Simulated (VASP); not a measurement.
# LaSb4Pd (P4/mmm) in VASP: relaxation of cell and atoms with PBE

Aim: the relaxation of cell and atoms of LaSb4Pd with PBE.

Everything below comes from runs of VASP 6.6.1. Logs are shortened: lines on timing, memory, paths and dates and some standing lists are left out, and cuts for length are marked.

## (1) The cell of the first run

Symmetry: P4/mmm, No. 123, tetragonal system. Conventional cell: a = 4.863 Å, b = 4.863 Å, c = 7.547 Å, α = 90.00°, β = 90.00°, γ = 90.00°. La (site symmetry 4/mmm) has 8 Sb at 3.31 Å within 4.4 Å. Sb (site symmetry 2mm) has 2 Pd at 2.87 Å and 5 Sb at 3.04 to 3.44 Å and 2 La at 3.31 Å within 3.8 Å. Within 3.8 Å of Pd (site symmetry 4/mmm) lie 8 Sb at 2.87 Å.

## (2) Relaxation of cell and atoms, PBE

Contents of INCAR:

```
SYSTEM = LaSb4Pd
ALGO = Normal ; EDIFF = 1E-6
EDIFFG = -0.01 ; ENCUT = 600
GGA = PE ; IBRION = 2
ISIF = 3 ; ISMEAR = 0
LASPH = .True. ; LCHARG = .False.
LREAL = .False. ; LWAVE = .False.
NELM = 100 ; NSW = 100
PREC = Accurate ; SIGMA = 0.1
```

Contents of KPOINTS:

```
k-points
0
Gamma
  8 8 6
  0 0 0
```

Contents of POSCAR:

```
LaSb4Pd
1.0
    4.8625172332      0.0000000000      0.0000000000
    0.0000000000      4.8625172332      0.0000000000
    0.0000000000      0.0000000000      7.5465611814
La Sb Pd
1 4 1
Direct
    0.0000000000      0.0000000000      0.5000000000
    0.5000000000      0.0000000000      0.2015646074
    0.5000000000      0.0000000000      0.7984353926
    0.0000000000      0.5000000000      0.7984353926
    0.0000000000      0.5000000000      0.2015646074
    0.5000000000      0.5000000000      0.0000000000
```

Potentials or basis: VASP PAW PBE potentials, release 64 (La, Sb, Pd).

Command:

```bash
$ cat potpaw_PBE.64/La/POTCAR potpaw_PBE.64/Sb/POTCAR potpaw_PBE.64/Pd/POTCAR > POTCAR
$ mpirun -np 1 vasp_std > vasp.out
```

OUTCAR:

```text
SYSTEM = LaSb4Pd
   EDIFF = 1E-6
   EDIFFG = -0.01
   ENCUT = 600
   GGA = PE
   IBRION = 2
   ISIF = 3
   ISMEAR = 0
   LASPH = .True.
   LREAL = .False.
   NELM = 100
   NSW = 100
   PREC = Accurate

 ion  position               nearest neighbor table
   1  0.000  0.000  0.500-   2 3.31   3 3.31   4 3.31   5 3.31   4 3.31   5 3.31   2 3.31   3 3.31

   2  0.500  0.000  0.202-   6 2.87   6 2.87   3 3.04   1 3.31   1 3.31   5 3.44   5 3.44   5 3.44
                             5 3.44
   3  0.500  0.000  0.798-   6 2.87   6 2.87   2 3.04   1 3.31   1 3.31   4 3.44   4 3.44   4 3.44
                             4 3.44
   4  0.000  0.500  0.798-   6 2.87   6 2.87   5 3.04   1 3.31   1 3.31   3 3.44   3 3.44   3 3.44
                             3 3.44
   5  0.000  0.500  0.202-   6 2.87   6 2.87   4 3.04   1 3.31   1 3.31   2 3.44   2 3.44   2 3.44
                             2 3.44
   6  0.500  0.500  0.000-   2 2.87   3 2.87   4 2.87   5 2.87   2 2.87   3 2.87   4 2.87   5 2.87

  LATTYP: Found a simple tetragonal cell.
 ALAT       =     4.8625172332
 C/A-ratio  =     1.5519865163

  Lattice vectors:

 A1 = (   4.8625172332,   0.0000000000,   0.0000000000)
 A2 = (   0.0000000000,   4.8625172332,   0.0000000000)
 A3 = (   0.0000000000,   0.0000000000,   7.5465611814)

Analysis of symmetry for initial positions (statically):
=====================================================================
 Subroutine PRICEL returns:
 Original cell was already a primitive cell.

 Routine SETGRP: Setting up the symmetry group for a
 simple tetragonal supercell.

 Subroutine GETGRP returns: Found 16 space group operations
 (whereof 16 operations were pure point group operations)
 out of a pool of 16 trial point group operations.

The static configuration has the point symmetry D_4h.

Analysis of symmetry for dynamics (positions and initial velocities):
=====================================================================
 Subroutine PRICEL returns:
 Original cell was already a primitive cell.

 Routine SETGRP: Setting up the symmetry group for a
 simple tetragonal supercell.

 Subroutine GETGRP returns: Found 16 space group operations
 (whereof 16 operations were pure point group operations)
 out of a pool of 16 trial point group operations.

The dynamic configuration has the point symmetry D_4h.

 Subroutine INISYM returns: Found 16 space group operations
 (whereof 16 operations are pure point group operations),
 and found     1 'primitive' translations

----------------------------------------------------------------------------------------

                                     Primitive cell

  volume of cell :     178.4314

[... 117 lines left out ...]
  volume/ion in A,a.u.               =      29.74       200.69
  Fermi-wavevector in a.u.,A,eV,Ry     =   1.002718  1.894863 13.679899  1.005444
  Thomas-Fermi vector in A             =   2.135224
   LORBIT       =      0    0 simple, 1 ext, 2 COOP (PROOUT), +10 PAW based schemes
   GGA     = PE    functional components
   LHFCALC =     F    Hartree Fock is set to
   AEXX    =    0.0000 exact exchange contribution
   IVDW    =     0    specifies the selected vdW correction
   LEPSILON=     F    determine dielectric tensor
   LRPA    =     F    only Hartree local field effects (RPA)
 conjugate gradient relaxation of ions
 non-spin polarized calculation
 Gauss-broadening in eV      SIGMA  =   0.10
  energy-cutoff  :      600.00
  volume of cell :      178.43
 maximum number of plane-waves:      5992
 NGX is ok and might be reduce to    40
   NGX = 19   NGY = 19   NGZ = 31

--------------------------------------- Ionic step        1  -------------------------------------------

 number of electron      40.9999997 magnetization

 Free energy of the ion-electron system (eV)
  ---------------------------------------------------
  ext. energy  EPLUGINS =         0.00000000
  ---------------------------------------------------
  free energy    TOTEN  =       -28.77290636 eV

  energy without entropy =      -28.75423169  energy(sigma->0) =      -28.76356902

------------------------ aborting loop because EDIFF is reached ----------------------------------------

  FORCE on cell =-STRESS in cart. coord.  units (eV):
  Direction    XX          YY          ZZ          XY          YZ          ZX
  --------------------------------------------------------------------------------------
  -------------------------------------------------------------------------------------
  Total       -1.2805544     -1.2805544      1.1025914      0.0000000      0.0000000      0.0000000
  in kB      -11.4983950    -11.4983950      9.9004241      0.0000000      0.0000000      0.0000000
  external PRESSURE =      -4.3654553 kB  Pullay stress =       0.0000000 kB
[... 101 lines left out ...]
  FREE ENERGIE OF THE ION-ELECTRON SYSTEM (eV)
  ---------------------------------------------------
  free  energy   TOTEN  =       -28.8388400428 eV

  energy  without entropy=      -28.8217712500  energy(sigma->0) =      -28.83030565

 E-fermi :   8.2757     XC(G=0): -10.0289

 val. band max:        8.2739789141   @ k =   0.5000   0.1250   0.5000
 cond. band min:       8.2771989903   @ k =   0.3750   0.3750   0.1667
 fundamental gap:      0.0032200762
 Fermi energy:         8.2757216891

 k-point     1 :       0.0000    0.0000    0.0000
  band No.  band energies     occupation
      1     -24.5760      2.00000
      2      -8.5531      2.00000
      3      -8.2970      2.00000
      4      -8.2970      2.00000
      5      -3.9615      2.00000
      6      -2.2838      2.00000
[... 637 lines left out ...]
     23       9.2585      0.00000
     24       9.6069      0.00000

 [... further k-points ...]

[... ionic steps 4 to 16 ...]

--------------------------------------- Ionic step       17  -------------------------------------------

 number of electron      40.9999997 magnetization

------------------------ aborting loop because EDIFF is reached ----------------------------------------
[... 75 lines left out ...]
--------------------------------------- Ionic step       19  -------------------------------------------

 number of electron      40.9999997 magnetization

 Free energy of the ion-electron system (eV)
  ---------------------------------------------------
  ext. energy  EPLUGINS =         0.00000000
  ---------------------------------------------------
  free energy    TOTEN  =       -29.00711841 eV

  energy without entropy =      -28.98354885  energy(sigma->0) =      -28.99533363

 E-fermi :   7.4454     XC(G=0):  -9.7473

 val. band max:        7.4217509026   @ k =   0.1250   0.0000   0.0000
 cond. band min:       7.4524574413   @ k =   0.0000   0.0000   0.1667
 fundamental gap:      0.0307065386
 Fermi energy:         7.4454429207

 k-point     1 :       0.0000    0.0000    0.0000
  band No.  band energies     occupation
      1     -25.5723      2.00000
      2      -9.4439      2.00000
      3      -9.2429      2.00000
      4      -9.2429      2.00000
      5      -4.2642      2.00000
      6      -3.1067      2.00000
[... 672 lines left out ...]
  FREE ENERGIE OF THE ION-ELECTRON SYSTEM (eV)
  ---------------------------------------------------
  free  energy   TOTEN  =       -29.0071184062 eV

  energy  without entropy=      -28.9835488478  energy(sigma->0) =      -28.99533363

 reached required accuracy - stopping structural energy minimisation
```

OSZICAR:

```text
N       E                     dE             d eps       ncg     rms          rms(c)
DAV:   1     0.341582843889E+03    0.34158E+03   -0.16354E+04  2880   0.193E+03
DAV:   2     0.453875170101E+02   -0.29620E+03   -0.28981E+03  3608   0.343E+02
DAV:   3    -0.202354880658E+02   -0.65623E+02   -0.64690E+02  4656   0.154E+02
DAV:   4    -0.287508656438E+02   -0.85154E+01   -0.82405E+01  5176   0.485E+01
[... 185 lines left out ...]
DAV:   2    -0.290072815255E+02    0.18999E-03   -0.34119E-03  4584   0.520E-01    0.919E-02
DAV:   3    -0.290071391518E+02    0.14237E-03   -0.78753E-04  4112   0.257E-01    0.287E-02
DAV:   4    -0.290071249047E+02    0.14247E-04   -0.17129E-04  5032   0.886E-02    0.159E-02
DAV:   5    -0.290071192066E+02    0.56981E-05   -0.32421E-05  4152   0.478E-02    0.760E-03
DAV:   6    -0.290071184062E+02    0.80036E-06   -0.37186E-06  3424   0.179E-02
  19 F= -.29007118E+02 E0= -.28995334E+02  d E =-.449465E-04
```

CONTCAR:

```text
LaSb4Pd
   1.00000000000000
     4.5390454274235070    0.0000000000000000    0.0000000000000000
     0.0000000000000000    4.5390454274235070   -0.0000000000000000
    -0.0000000000000000    0.0000000000000000    8.4588612769005973
  La              Sb              Pd
     1     4     1
Direct
     0.0000000000000000    0.0000000000000000    0.5000000000000000
     0.5000000000000000    0.0000000000000000    0.2079547818724768
     0.5000000000000000    0.0000000000000000    0.7920452181275232
     1.0000000000000000    0.5000000000000000    0.7920452181275232
     0.0000000000000000    0.5000000000000000    0.2079547818724768
     0.5000000000000000    0.5000000000000000    0.0000000000000000

  0.00000000E+00  0.00000000E+00  0.00000000E+00
  0.00000000E+00  0.00000000E+00  0.00000000E+00
  0.00000000E+00  0.00000000E+00  0.00000000E+00
  0.00000000E+00  0.00000000E+00  0.00000000E+00
  0.00000000E+00  0.00000000E+00  0.00000000E+00
  0.00000000E+00  0.00000000E+00  0.00000000E+00
```

Run time: 85 min. Hardware: 1 thread of Intel Xeon Platinum 8488C (Sapphire Rapids), shared host; peak memory 0.62 GiB.

Results:

* Free energy: -29.0071 eV
* Relaxed volume: 29.05 Å³/atom
* Relaxed cell: a = 4.539 Å, b = 4.539 Å, c = 8.459 Å, α = 90.00°, β = 90.00°, γ = 90.00°
* Space group after relaxing (to 0.05 Å): P4/mmm (No. 123)
* Energy gained by relaxing: 39.0 meV/atom
* Ionic steps: 19
* Pressure after relaxing: 0.0 GPa
* Largest force after relaxing: 0.005 eV/Å

Forces in eV/Å, atoms in the order of the input:
```
La   0.000  0.000  0.000
Sb   0.000  0.000 -0.005
Sb   0.000  0.000  0.005
Sb   0.000  0.000  0.005
Sb   0.000  0.000 -0.005
Pd   0.000  0.000  0.000
```

The path:
```
step  energy change (eV)  largest force (eV/Å)  pressure (GPa)  volume (Å³)
   1              0.0000                0.0321           -0.44       178.43
   2             -0.0320                0.0720            0.15       176.33
   3             -0.0659                0.1546            1.50       172.12
   4             -0.0108                0.3736            5.07       163.43
   5             -0.0703                0.2116            2.20       170.22
   6             -0.0812                0.2171            2.17       170.24
   7             -0.1129                0.2288            2.05       170.30
   8             -0.1671                0.2281            1.87       170.28
   9             -0.1916                0.2095            1.71       169.80
  10             -0.2012                0.2134            1.73       170.03
  11             -0.2192                0.1740            0.96       171.98
  12             -0.2282                0.1202           -0.10       174.91
  13             -0.2282                0.1227           -0.05       174.75
  14             -0.2293                0.1111           -0.04       174.70
  15             -0.2318                0.0771           -0.03       174.52
  16             -0.2341                0.0091            0.04       174.17
  17             -0.2342                0.0014            0.04       174.11
  18             -0.2342                0.0037            0.04       174.10
  19             -0.2342                0.0045           -0.02       174.28
```

Final structure:
```cif
data_structure
_symmetry_space_group_name_H-M 'P 1'
_symmetry_Int_Tables_number 1
_cell_length_a 4.5390
_cell_length_b 4.5390
_cell_length_c 8.4589
_cell_angle_alpha 90.000
_cell_angle_beta 90.000
_cell_angle_gamma 90.000
_cell_volume 174.28
loop_
_atom_site_label
_atom_site_type_symbol
_atom_site_fract_x
_atom_site_fract_y
_atom_site_fract_z
_atom_site_occupancy
La1 La 0.00000 0.00000 0.50000 1
Sb1 Sb 0.50000 0.00000 0.20795 1
Sb2 Sb 0.50000 0.00000 0.79205 1
Sb3 Sb 0.00000 0.50000 0.79205 1
Sb4 Sb 0.00000 0.50000 0.20795 1
Pd1 Pd 0.50000 0.50000 0.00000 1
```

Caveat: spin-orbit coupling is left out, which moves the levels of the heavy elements.
